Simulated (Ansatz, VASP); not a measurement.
## One calculation of AlGa3Sb4, two programs

```
CELL_PARAMETERS angstrom
6.19920 0.00000 0.00000
0.00000 6.19920 0.00000
0.00000 0.00000 6.19920
ATOMIC_POSITIONS crystal
Al 0.00000 0.00000 0.00000
Ga 0.50000 0.50000 0.00000
Ga 0.50000 0.00000 0.50000
Ga 0.00000 0.50000 0.50000
Sb 0.74994 0.74994 0.25006
Sb 0.74994 0.25006 0.74994
Sb 0.25006 0.74994 0.74994
Sb 0.25006 0.25006 0.25006
```

Alike in both runs: functional PBE; k mesh 4 × 4 × 4; occupations gaussian, width 0.1 eV; no spin polarisation.

Ansatz relaxed the structure, and its values are those at the end. VASP's run is a single point on that final structure, the one shown.

```csv
,VASP,Ansatz
version,VASP 6.6.1,Ansatz 0.2.0
potentials or method,"VASP PAW PBE potentials, release 64 (Al, Ga_d, Sb), cutoff 520 eV","scalar-relativistic, plane waves, PAW"
valence electrons in the cell,62,102
```

VASP gave:

```
gap on the k mesh at the Fermi level (eV) : 0.11
least direct gap on the mesh (eV)         : 0.11
pressure (GPa)                            : 0.5
rms of the force components (eV/Å)        : 0.007
```

Question: What did Ansatz give for the same quantities?

Answer: gap on the k mesh at the Fermi level (eV): 0.11; least direct gap on the mesh (eV): 0.11; pressure (GPa): 0.4; rms of the force components (eV/Å): 0.003.

VASP's potentials hold 62 valence electrons a cell and Ansatz's 102, so a difference there can come from the potentials and not from the codes.

Neither program's run includes spin-orbit coupling.
